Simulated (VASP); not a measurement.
# AlN in VASP: relaxation of the atoms with PBEsol

Aim: the relaxation of the atoms of AlN with PBEsol.

Program: VASP 6.6.1. These are calculated values, not measurements. Logs are shortened: lines on timing, memory, paths and dates and some standing lists are left out, and cuts for length are marked.

## (1) The cell of the first run

The cell holds a slab with vacuum, 20 atoms: a = 3.114 Å, b = 4.983 Å, c = 26.685 Å, α = 90.00°, β = 90.00°, γ = 90.00°.

## (2) Relaxation of the atoms, PBEsol

The input, INCAR:

```
ALGO = Normal
DIPOL = 0.5 0.5 0.500
EDIFF = 1E-7
EDIFFG = -0.02
ENCUT = 520
GGA = PS
IBRION = 2
IDIPOL = 3
ISIF = 2
ISMEAR = 0
KPAR = 4
LASPH = T
LCHARG = F
LDIPOL = T
LREAL = Auto
LWAVE = F
NELM = 80
NSW = 80
PREC = Accurate
SIGMA = 0.05
```

The input, KPOINTS:

```
k-points
0
Gamma
  9 6 1
```

The input, POSCAR:

```
AlN
1.0
    3.1138126630      0.0000000000      0.0000000000
    0.0000000000      4.9833864622      0.0000000000
    0.0000000000      0.0000000000     26.6854437649
Al N
10 10
Direct
    0.0000000000      0.0009968572      0.2810520996
    0.5000000000      0.5009968572      0.3147363920
    0.5000000000      0.0009968572      0.3821049767
    0.0000000000      0.5009968572      0.4157892691
    0.0000000000      0.0009968572      0.4831578538
    0.5000000000      0.5009968572      0.5168421462
    0.5000000000      0.0009968572      0.5842107309
    0.0000000000      0.5009968572      0.6178950233
    0.0000000000      0.0009968572      0.6852636080
    0.5000000000      0.5009968572      0.7189479004
    0.0000000000      0.6190031428      0.2810520996
    0.5000000000      0.1190031428      0.3147363920
    0.5000000000      0.6190031428      0.3821049767
    0.0000000000      0.1190031428      0.4157892691
    0.0000000000      0.6190031428      0.4831578538
    0.5000000000      0.1190031428      0.5168421462
    0.5000000000      0.6190031428      0.5842107309
    0.0000000000      0.1190031428      0.6178950233
    0.0000000000      0.6190031428      0.6852636080
    0.5000000000      0.1190031428      0.7189479004
```

Potentials or basis: VASP PAW PBE potentials, release 64 (Al, N).

Launch:

```
$ cat potpaw_PBE.64/Al/POTCAR potpaw_PBE.64/N/POTCAR > POTCAR
$ mpirun -np 4 vasp_std > vasp.out
```

OUTCAR:

```text
EDIFF = 1E-7
   EDIFFG = -0.02
   ENCUT = 520
   GGA = PS
   IBRION = 2
   ISIF = 2
   ISMEAR = 0
   LASPH = T
   LREAL = Auto
   NELM = 80
   NSW = 80
   PREC = Accurate

 ion  position               nearest neighbor table
   1  0.000  0.001  0.281-  12 1.89  12 1.89  11 1.90   2 3.07   2 3.07   2 3.07   2 3.07   3 3.11
                             3 3.11
   2  0.500  0.501  0.315-  13 1.89  11 1.89  11 1.89  12 1.90   3 3.07   3 3.07   1 3.07   1 3.07
                             1 3.07   1 3.07   4 3.11   4 3.11
   3  0.500  0.001  0.382-  12 1.89  14 1.89  14 1.89  13 1.90   2 3.07   2 3.07   4 3.07   4 3.07
                             4 3.07   4 3.07   5 3.11   5 3.11   1 3.11   1 3.11
   4  0.000  0.501  0.416-  15 1.89  13 1.89  13 1.89  14 1.90   5 3.07   5 3.07   3 3.07   3 3.07
                             3 3.07   3 3.07   6 3.11   6 3.11   2 3.11   2 3.11
   5  0.000  0.001  0.483-  14 1.89  16 1.89  16 1.89  15 1.90   4 3.07   4 3.07   6 3.07   6 3.07
                             6 3.07   6 3.07   7 3.11   7 3.11   3 3.11   3 3.11
   6  0.500  0.501  0.517-  17 1.89  15 1.89  15 1.89  16 1.90   7 3.07   7 3.07   5 3.07   5 3.07
                             5 3.07   5 3.07   4 3.11   4 3.11   8 3.11   8 3.11
   7  0.500  0.001  0.584-  16 1.89  18 1.89  18 1.89  17 1.90   6 3.07   6 3.07   8 3.07   8 3.07
                             8 3.07   8 3.07   5 3.11   5 3.11   9 3.11   9 3.11
   8  0.000  0.501  0.618-  19 1.89  17 1.89  17 1.89  18 1.90   9 3.07   9 3.07   7 3.07   7 3.07
                             7 3.07   7 3.07  10 3.11  10 3.11   6 3.11   6 3.11
   9  0.000  0.001  0.685-  18 1.89  20 1.89  20 1.89  19 1.90   8 3.07   8 3.07  10 3.07  10 3.07
                            10 3.07  10 3.07   7 3.11   7 3.11
  10  0.500  0.501  0.719-  19 1.89  19 1.89  20 1.90   9 3.07   9 3.07   9 3.07   9 3.07   8 3.11
                             8 3.11
  11  0.000  0.619  0.281-   2 1.89   2 1.89   1 1.90
  12  0.500  0.119  0.315-   3 1.89   1 1.89   1 1.89   2 1.90
  13  0.500  0.619  0.382-   2 1.89   4 1.89   4 1.89   3 1.90
  14  0.000  0.119  0.416-   5 1.89   3 1.89   3 1.89   4 1.90
  15  0.000  0.619  0.483-   4 1.89   6 1.89   6 1.89   5 1.90
  16  0.500  0.119  0.517-   7 1.89   5 1.89   5 1.89   6 1.90
  17  0.500  0.619  0.584-   6 1.89   8 1.89   8 1.89   7 1.90
  18  0.000  0.119  0.618-   9 1.89   7 1.89   7 1.89   8 1.90
  19  0.000  0.619  0.685-   8 1.89  10 1.89  10 1.89   9 1.90
  20  0.500  0.119  0.719-   9 1.89   9 1.89  10 1.90

  LATTYP: Found a simple orthorhombic cell.
 ALAT       =     3.1138126630
 B/A-ratio  =     1.6004130632
 C/A-ratio  =     8.5700222374

  Lattice vectors:

 A1 = (   3.1138126630,   0.0000000000,   0.0000000000)
 A2 = (   0.0000000000,   4.9833864622,   0.0000000000)
 A3 = (   0.0000000000,   0.0000000000,  26.6854437649)

Analysis of symmetry for initial positions (statically):
=====================================================================
 Subroutine PRICEL returns:
 Original cell was already a primitive cell.

 Routine SETGRP: Setting up the symmetry group for a
 simple orthorhombic supercell.

 Subroutine GETGRP returns: Found  4 space group operations
 (whereof  2 operations were pure point group operations)
 out of a pool of  8 trial point group operations.

The static configuration has the point symmetry C_1h.
 The point group associated with its full space group is C_2v.

Analysis of symmetry for dynamics (positions and initial velocities):
=====================================================================
 Subroutine PRICEL returns:
 Original cell was already a primitive cell.

 Routine SETGRP: Setting up the symmetry group for a
 simple orthorhombic supercell.

 Subroutine GETGRP returns: Found  4 space group operations
 (whereof  2 operations were pure point group operations)
 out of a pool of  8 trial point group operations.

The dynamic configuration has the point symmetry C_1h.
 The point group associated with its full space group is C_2v.

 Subroutine INISYM returns: Found  4 space group operations
 (whereof  2 operations are pure point group operations),
 and found     1 'primitive' translations

----------------------------------------------------------------------------------------

                                     Primitive cell

  volume of cell :     414.0869

  direct lattice vectors                    reciprocal lattice vectors
     3.113812663  0.000000000  0.000000000     0.321149699  0.000000000  0.000000000
     0.000000000  4.983386462  0.000000000     0.000000000  0.200666757  0.000000000
     0.000000000  0.000000000 26.685443765     0.000000000  0.000000000  0.037473613

  length of vectors
[... 96 lines left out ...]
   number of dos      NEDOS =    301   number of ions     NIONS =     20
   total plane-waves  NPLWV = 192000
   dimension x,y,z NGX =    24 NGY =   40 NGZ =  200
   dimension x,y,z NGXF=    48 NGYF=   80 NGZF=  400
   ions per type =              10  10
   NGX,Y,Z   is equivalent  to a cutoff of  12.81, 13.34, 12.46 a.u.
   NGXF,Y,Z  is equivalent  to a cutoff of  25.63, 26.69, 24.92 a.u.
 SYSTEM =  unknown system
   PREC   = accura    normal or accurate (medium, high low for compatibility)
   ISTART =      0    job   : 0-new  1-cont  2-samecut
   ICHARG =      2    charge: 1-file 2-atom 10-const
   ISPIN  =      1    spin polarized calculation?
   LNONCOLLINEAR =      F non collinear calculations
   LSORBIT =      F    spin-orbit coupling
   LASPH  =      T    aspherical Exc in radial PAW
   ENCUT  =  520.0 eV  38.22 Ry    6.18 a.u.   5.79  9.27 49.62*2*pi/ulx,y,z
   NELM   =     80;   NELMIN=  2; NELMDL= -5     # of ELM steps
   EDIFF  = 0.1E-06   stopping-criterion for ELM
   LREAL  =      T    real-space projection
   EDIFFG = -.2E-01   stopping-criterion for IOM
   NSW    =     80    number of steps for IOM
   IBRION =      2    ionic relax: 0-MD 1-quasi-New 2-CG
   NFREE  =      1    steps in history (QN), initial steepest desc. (CG)
   ISIF   =      2    stress and relaxation
   ISYM   =      2    0-nonsym 1-usesym 2-fastsym
   POTIM  = 0.5000    time-step for ionic-motion
   TEBEG  =    0.0;   TEEND  =   0.0 temperature during run
   PSTRESS=    0.0 pullay stress
   NELECT =      80.0000    total number of electrons
   NUPDOWN=      -1.0000    fix difference up-down
   EMIN   =  10.00;   EMAX   =-10.00  energy-range for DOS
   EFERMI =   0.00;   METHOD = LEGACY
   ISMEAR =     0;   SIGMA  =   0.05  broadening in eV -4-tet -1-fermi 0-gaus
   EFERMI_NEDOS =   21; number of points for ismear=-14 and -15
   IALGO  =     38    algorithm
   IMIX   =      4    mixing-type and parameters
     AMIX     =   0.40;   BMIX     =  1.00
     AMIX_MAG =   1.60;   BMIX_MAG =  1.00
  volume/ion in A,a.u.               =      20.70       139.72
  Fermi-wavevector in a.u.,A,eV,Ry     =   0.946399  1.788435 12.186348  0.895671
  Thomas-Fermi vector in A             =   2.074393
   LORBIT       =      0    0 simple, 1 ext, 2 COOP (PROOUT), +10 PAW based schemes
   GGA     = PS    functional components
   LHFCALC =     F    Hartree Fock is set to
   AEXX    =    0.0000 exact exchange contribution
   IVDW    =     0    specifies the selected vdW correction
   LEPSILON=     F    determine dielectric tensor
   LRPA    =     F    only Hartree local field effects (RPA)
 conjugate gradient relaxation of ions
 non-spin polarized calculation
 Gauss-broadening in eV      SIGMA  =   0.05
  energy-cutoff  :      520.00
  volume of cell :      414.09
 maximum number of plane-waves:     11208
 NGX is ok and might be reduce to    24
   NGX = 11   NGY = 19   NGZ = 99

--------------------------------------- Ionic step        1  -------------------------------------------

 number of electron      79.9999992 magnetization

 Free energy of the ion-electron system (eV)
  ---------------------------------------------------
  ext. energy  EPLUGINS =         0.00000000
  ---------------------------------------------------
  free energy    TOTEN  =      -151.06097957 eV

  energy without entropy =     -151.06097957  energy(sigma->0) =     -151.06097957

------------------------ aborting loop because EDIFF is reached ----------------------------------------

  FORCE on cell =-STRESS in cart. coord.  units (eV):
  Direction    XX          YY          ZZ          XY          YZ          ZX
  --------------------------------------------------------------------------------------
  -------------------------------------------------------------------------------------
  Total       -0.4958787     -9.4325555     -2.8057181      0.0000000      0.0000000      0.0000000
  in kB       -1.9186446    -36.4962693    -10.8558325      0.0000000      0.0000000      0.0000000
  external PRESSURE =     -16.4235822 kB  Pullay stress =       0.0000000 kB
[... 143 lines left out ...]
  FREE ENERGIE OF THE ION-ELECTRON SYSTEM (eV)
  ---------------------------------------------------
  free  energy   TOTEN  =      -151.8646444380 eV

  energy  without entropy=     -151.8646444380  energy(sigma->0) =     -151.86464444

 dipolmoment           0.000000      0.000000     -0.000000 electrons x Angstroem

[... ionic steps 4 to 20 ...]

--------------------------------------- Ionic step       21  -------------------------------------------

 number of electron      79.9999993 magnetization

------------------------ aborting loop because EDIFF is reached ----------------------------------------
[... 103 lines left out ...]
--------------------------------------- Ionic step       23  -------------------------------------------

 number of electron      79.9999993 magnetization

 dipolmoment           0.000000      0.000000      0.000000 electrons x Angstroem

 Free energy of the ion-electron system (eV)
  ---------------------------------------------------
  ext. energy  EPLUGINS =         0.00000000
  ---------------------------------------------------
  free energy    TOTEN  =      -152.04791800 eV

  energy without entropy =     -152.04791800  energy(sigma->0) =     -152.04791800

 E-fermi :   0.6080     XC(G=0):  -6.1259

 val. band max:        0.3761095032   @ k =   0.3333   0.5000   0.0000
 cond. band min:       3.1171140508   @ k =   0.0000   0.0000   0.0000
 fundamental gap:      2.7410045476
 Fermi energy:         0.6079910032

 k-point     1 :       0.0000    0.0000    0.0000
  band No.  band energies     occupation
      1     -15.0468      2.00000
      2     -14.7911      2.00000
      3     -14.3446      2.00000
      4     -13.7725      2.00000
      5     -13.2406      2.00000
      6     -12.8502      2.00000
[... 1069 lines left out ...]
     50       6.5538      0.00000
     51       6.8937      0.00000

------------------------ aborting loop because EDIFF is reached ----------------------------------------

 vacuum level on the upper side and lower side of the slab       (xc-potential included)        -0.008        -0.008

  FORCE on cell =-STRESS in cart. coord.  units (eV):
  Direction    XX          YY          ZZ          XY          YZ          ZX
  --------------------------------------------------------------------------------------
  -------------------------------------------------------------------------------------
  Total        5.0839752      1.9749351     -0.2915905      0.0000000      0.0000000      0.0000000
  in kB       19.6708229      7.6413822     -1.1282164      0.0000000      0.0000000      0.0000000
  external PRESSURE =       8.7279962 kB  Pullay stress =       0.0000000 kB
[... 35 lines left out ...]
  FREE ENERGIE OF THE ION-ELECTRON SYSTEM (eV)
  ---------------------------------------------------
  free  energy   TOTEN  =      -152.0479180046 eV

  energy  without entropy=     -152.0479180046  energy(sigma->0) =     -152.04791800

 reached required accuracy - stopping structural energy minimisation

 vacuum level on the upper side and lower side of the slab         6.090         6.090
```

Wall time 35 min (4 MPI ranks of Intel Xeon Platinum 8488C (Sapphire Rapids), shared host); peak memory 0.64 GiB.

What came out:

* Free energy: -152.0479 eV
* Energy gained by relaxing: 49.3 meV/atom
* Ionic steps: 23
* Largest force after relaxing: 0.017 eV/Å
* Band gap on the k mesh: 2.74 eV (least direct gap 2.85 eV)

Forces in eV/Å, atoms in the order of the input:
```
Al   0.000  0.012  0.000
Al   0.000 -0.001  0.015
Al   0.000  0.010  0.006
Al   0.000  0.005  0.004
Al   0.000 -0.005  0.012
Al   0.000 -0.005 -0.012
Al   0.000  0.005 -0.004
Al   0.000  0.010 -0.006
Al   0.000 -0.001 -0.015
Al   0.000  0.012  0.000
N    0.000 -0.010  0.006
N    0.000 -0.007 -0.013
N    0.000  0.004 -0.013
N    0.000 -0.015  0.009
N    0.000  0.005  0.008
N    0.000  0.005 -0.008
N    0.000 -0.015 -0.009
N    0.000  0.004  0.013
N    0.000 -0.007  0.013
N    0.000 -0.010 -0.006
```

The path:
```
step  energy change (eV)  largest force (eV/Å)  pressure (GPa)
   1              0.0000                2.6435           -1.64
   2             -0.7882                1.1627           -0.37
   3             -0.8037                1.1488           -0.10
   4             -0.9242                0.5539            0.14
   5             -0.9242                0.5468            0.14
   6             -0.9571                0.3189            0.35
   7             -0.9573                0.3181            0.34
   8             -0.9706                0.1506            0.41
   9             -0.9715                0.1807            0.43
  10             -0.9768                0.0971            0.47
  11             -0.9772                0.1367            0.49
  12             -0.9814                0.0956            0.55
  13             -0.9816                0.1183            0.57
  14             -0.9840                0.0793            0.62
  15             -0.9840                0.0720            0.61
  16             -0.9849                0.0610            0.68
  17             -0.9849                0.0506            0.67
  18             -0.9856                0.0394            0.70
  19             -0.9860                0.0639            0.75
  20             -0.9865                0.0315            0.78
  21             -0.9867                0.0304            0.82
  22             -0.9869                0.0220            0.85
  23             -0.9869                0.0172            0.87
```

Final structure:
```
Al N
1.0
     3.11381    0.00000    0.00000
     0.00000    4.98339    0.00000
     0.00000    0.00000   26.68544
Al N
10 10
Direct
  0.00000 0.97611 0.29079
  0.50000 0.50816 0.31167
  0.50000 0.99923 0.38360
  0.00000 0.50387 0.41518
  0.00000 0.00189 0.48351
  0.50000 0.50189 0.51649
  0.50000 0.00387 0.58482
  0.00000 0.49923 0.61640
  0.00000 0.00816 0.68833
  0.50000 0.47611 0.70921
  0.00000 0.62385 0.28252
  0.50000 0.12626 0.31464
  0.50000 0.61970 0.38215
  0.00000 0.12091 0.41584
  0.00000 0.62002 0.48310
  0.50000 0.12002 0.51690
  0.50000 0.62091 0.58416
  0.00000 0.11970 0.61785
  0.00000 0.62626 0.68536
  0.50000 0.12385 0.71748
```

Caveat: the PAW data sets were made with another functional, which shifts forces and pressure a little.
